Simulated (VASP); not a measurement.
# TiPt3 in VASP: notebook, part 2 of 2

VASP 6.6.1. The steps go on from the part before.

## Step 3: Single point, LDA

This run uses another cell than the first one, of the same volume but with other edges.

Input file INCAR:

```
  PREC = Accurate
  ENCUT = 520
  EDIFF = 1E-6
  ISMEAR = -1
  SIGMA = 0.05
  LREAL = False
  LASPH = True
  NELM = 100
  ALGO = Normal
  ISIF = 2
  LWAVE = False
  LCHARG = True
  GGA = CA
  LELF = True
  LVHAR = True
  NBANDS = 29
```

Input file KPOINTS:

```
Automatic mesh
0
Gamma
  9 9 9
```

Input file POSCAR:

```
TiPt3
1.0
    3.8190600000      0.0000000000      0.0000000000
    0.0000000000      3.8190600000      0.0000000000
    0.0000000000      0.0000000000      4.0576842982
Ti Pt
1 3
Direct
    0.0000000000      0.0000000000      0.0000000000
    0.0000000000      0.5000000000      0.5000000000
    0.5000000000      0.0000000000      0.5000000000
    0.5000000000      0.5000000000      0.0000000000
```

Potentials or basis: VASP PAW LDA potentials, release 64 (Ti_sv, Pt).

Launch:

```sh
$ cat potpaw_LDA.64/Ti_sv/POTCAR potpaw_LDA.64/Pt/POTCAR > POTCAR
$ mpirun -np 1 vasp_std > vasp.out
```

It took 2.2 min on 1 thread of Intel Xeon Platinum 8259CL at 2.50GHz (Skylake/Cascade Lake), shared host; peak memory 0.23 GiB.

The run converged. Its results:

- Free energy: -34.5338 eV
- Pressure: -3.7 GPa
- Band gap on the k mesh: zero (bands 21 and 22 overlap by 1.12 eV)

Stress tensor (GPa, compression positive):
```
  0.37   0.00   0.00
  0.00   0.37   0.00
  0.00   0.00 -11.97
```

Levels at points of the mesh, in eV from the Fermi level:
| k point | band 18 | band 19 | band 20 | band 21 | band 22 | band 23 | band 24 | band 25 |
| --- | --- | --- | --- | --- | --- | --- | --- | --- |
| (0.00, 0.00, 0.00) | -0.15 | -0.15 | 0.45 | 0.85 | 1.28 | 1.47 | 1.94 | 1.94 |

Caveat: the stress differs along the axes, from -12 to 0 GPa; spin-orbit coupling is left out, which moves the levels of the heavy elements.

## Step 4: Single point, LDA

This run uses another cell than the first one, of the same volume but with other edges.

Input file INCAR:

```
PREC = Accurate
ENCUT = 520
EDIFF = 1E-6
ISMEAR = -1
SIGMA = 0.05
LREAL = False
LASPH = True
NELM = 60
ALGO = Normal
ISIF = 2
LWAVE = False
LCHARG = False
GGA = CA
NBANDS = 29
```

KPOINTS is that of step 3.

Input file POSCAR:

```
TiPt3
1.0
    3.8580300000      0.0000000000      0.0000000000
    0.0000000000      3.8580300000      0.0000000000
    0.0000000000      0.0000000000      3.9761248852
Ti Pt
1 3
Direct
    0.0000000000      0.0000000000      0.0000000000
    0.0000000000      0.5000000000      0.5000000000
    0.5000000000      0.0000000000      0.5000000000
    0.5000000000      0.5000000000      0.0000000000
```

Potentials or basis: VASP PAW LDA potentials, release 64 (Ti_sv, Pt).

Launch:

```sh
$ cat potpaw_LDA.64/Ti_sv/POTCAR potpaw_LDA.64/Pt/POTCAR > POTCAR
$ mpirun -np 1 vasp_std > vasp.out
```

OUTCAR:

```text
PREC = Accurate
   ENCUT = 520
   EDIFF = 1E-6
   ISMEAR = -1
   LREAL = False
   LASPH = True
   NELM = 60
   ISIF = 2
   GGA = CA

 ion  position               nearest neighbor table
   1  0.000  0.000  0.000-   4 2.73   4 2.73   4 2.73   4 2.73   3 2.77   2 2.77   3 2.77   2 2.77
                             3 2.77   2 2.77   3 2.77   2 2.77
   2  0.000  0.500  0.500-   3 2.73   3 2.73   3 2.73   3 2.73   4 2.77   1 2.77   1 2.77   1 2.77
                             4 2.77   4 2.77   4 2.77   1 2.77
   3  0.500  0.000  0.500-   2 2.73   2 2.73   2 2.73   2 2.73   4 2.77   1 2.77   4 2.77   4 2.77
                             1 2.77   4 2.77   1 2.77   1 2.77
   4  0.500  0.500  0.000-   1 2.73   1 2.73   1 2.73   1 2.73   3 2.77   2 2.77   3 2.77   3 2.77
                             3 2.77   2 2.77   2 2.77   2 2.77

  LATTYP: Found a simple tetragonal cell.
 ALAT       =     3.8580300000
 C/A-ratio  =     1.0306101521

  Lattice vectors:

 A1 = (   3.8580300000,   0.0000000000,   0.0000000000)
 A2 = (   0.0000000000,   3.8580300000,   0.0000000000)
 A3 = (   0.0000000000,   0.0000000000,   3.9761248852)

Analysis of symmetry for initial positions (statically):
[... 180 lines left out ...]
 cond. band min:      11.7098154447   @ k =   0.4444   0.1111   0.0000
 fundamental gap:      0.0307785401
 Fermi energy:        11.7019502785

 k-point     1 :       0.0000    0.0000    0.0000
  band No.  band energies     occupation
      1     -45.7576      2.00000
      2     -22.3704      2.00000
      3     -22.3638      2.00000
      4     -22.3638      2.00000
      5       1.4857      2.00000
      6       4.2749      2.00000
[... 757 lines left out ...]
     28      18.2148      0.00000
     29      18.6893      0.00000

 [... further k-points ...]

------------------------ aborting loop because EDIFF is reached ----------------------------------------

  FORCE on cell =-STRESS in cart. coord.  units (eV):
  Direction    XX          YY          ZZ          XY          YZ          ZX
  --------------------------------------------------------------------------------------
  -------------------------------------------------------------------------------------
  Total       -0.8045961     -0.8045961     -2.9729789      0.0000000      0.0000000      0.0000000
  in kB      -21.7819769    -21.7819769    -80.4843047      0.0000000      0.0000000      0.0000000
  external PRESSURE =     -41.3494195 kB  Pullay stress =       0.0000000 kB

 VOLUME and BASIS-vectors are now :
 -----------------------------------------------------------------------------
  energy-cutoff  :      520.00
  volume of cell :       59.18
      direct lattice vectors                 reciprocal lattice vectors
     3.858030000  0.000000000  0.000000000     0.259199643  0.000000000  0.000000000
     0.000000000  3.858030000  0.000000000     0.000000000  0.259199643  0.000000000
     0.000000000  0.000000000  3.976124885     0.000000000  0.000000000  0.251501155

 POSITION                                       TOTAL-FORCE (eV/Angst)
 -----------------------------------------------------------------------------------
      0.00000      0.00000      0.00000         0.000000      0.000000      0.000000
      0.00000      1.92901      1.98806         0.000000      0.000000      0.000000
      1.92901      0.00000      1.98806         0.000000      0.000000      0.000000
      1.92901      1.92901      0.00000         0.000000      0.000000      0.000000
 -----------------------------------------------------------------------------------
    total drift:                                0.000000      0.000000     -0.000000

  FREE ENERGIE OF THE ION-ELECTRON SYSTEM (eV)
  ---------------------------------------------------
  free  energy   TOTEN  =       -34.6021053127 eV

  energy  without entropy=      -34.5905148751  energy(sigma->0) =      -34.59631009
```

stdout:

```text
POSCAR found type information on POSCAR TiPt
 POSCAR found :  2 types and       4 ions
 scaLAPACK will be used
 LDA part: xc-table for (Slater(with rela. corr.)+CA(PZ))
 , standard interpolation
 POSCAR, INCAR and KPOINTS ok, starting setup
 FFT: planning ... GRIDC
 FFT: planning ... GRID_SOFT
 FFT: planning ... GRID
 WAVECAR not read
 entering main loop
```

Run time: 2.4 min. Hardware: 1 thread of Intel Xeon Platinum 8259CL at 2.50GHz (Skylake/Cascade Lake), shared host; peak memory 0.23 GiB.

What came out:

| Quantity | Value |
| --- | --- |
| Free energy | -34.6021 eV |
| Pressure | -4.1 GPa |
| Band gap on the k mesh | zero (bands 21 and 22 overlap by 1.41 eV) |

Caveat: the stress differs along the axes, from -8 to -2 GPa; spin-orbit coupling is left out, which moves the levels of the heavy elements.

## Step 5: Summary

```csv
cell,gap on the mesh (eV),pressure (GPa)
"a = 3.897 Å, 4 atoms",none,-4.3
"a = 3.819, b = 3.819, c = 4.058 Å, 4 atoms",none,-3.7
"a = 3.858, b = 3.858, c = 3.976 Å, 4 atoms",none,-4.1
```

Alike in all rows: task single point; level LDA; potentials or basis VASP PAW LDA potentials, release 64 (Ti_sv, Pt); no spin polarisation; k mesh 9 × 9 × 9; cutoff (eV) 520; smearing fermi-dirac 0.05 eV.

Caveats: spin-orbit coupling is left out, which moves the levels of the heavy elements; the cell stands under tension (at least some runs); the stress differs along the axes, from -12 to 0 GPa (at least some runs); the stress differs along the axes, from -8 to -2 GPa (at least some runs).

Total energies depend on the potentials used, so only differences within one code and one set of settings carry meaning.

The gap in the log of VASP goes by the Fermi energy; the results here count the filled bands.